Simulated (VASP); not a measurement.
Runs of VASP 6.6.1 on Pb. The structure is that of space group Fm-3m (No. 225), or close to it. The cells are those of the table. 

```csv
task,cell,gap on the mesh (eV),pressure (GPa)
relaxation of cell and atoms,"relaxed to 35 GPa from a = 3.157 Å, angles 60.0°, 1 atom",none,35.0
relaxation of cell and atoms,"relaxed to 35 GPa from a = 3.156 Å, angles 60.0°, 1 atom",none,35.0
single point,"a = 3.156 Å, angles 60.0°, 1 atom",none,34.9
single point,"a = 3.157 Å, angles 60.0°, 1 atom",none,(a)
```

Alike in all rows: level PBE; potentials or basis VASP PAW PBE potentials, release 64 (Pb_d); no spin polarisation; k mesh 15 × 15 × 15; cutoff (eV) 500; smearing fermi-dirac 0.05 eV.

Question: Fill in the values left out.

Answer: (a) 34.8.

Caveats: spin-orbit coupling is left out, which moves the levels of the heavy elements; the cell is relaxed towards a set pressure, so the run minimises the enthalpy, not the energy (at least some runs); the cell stands under pressure (at least some runs).

A k mesh can miss the band edges, and the runs leave out spin-orbit coupling on Pb.

A gap of «none» marks levels without a gap at the run's occupations.
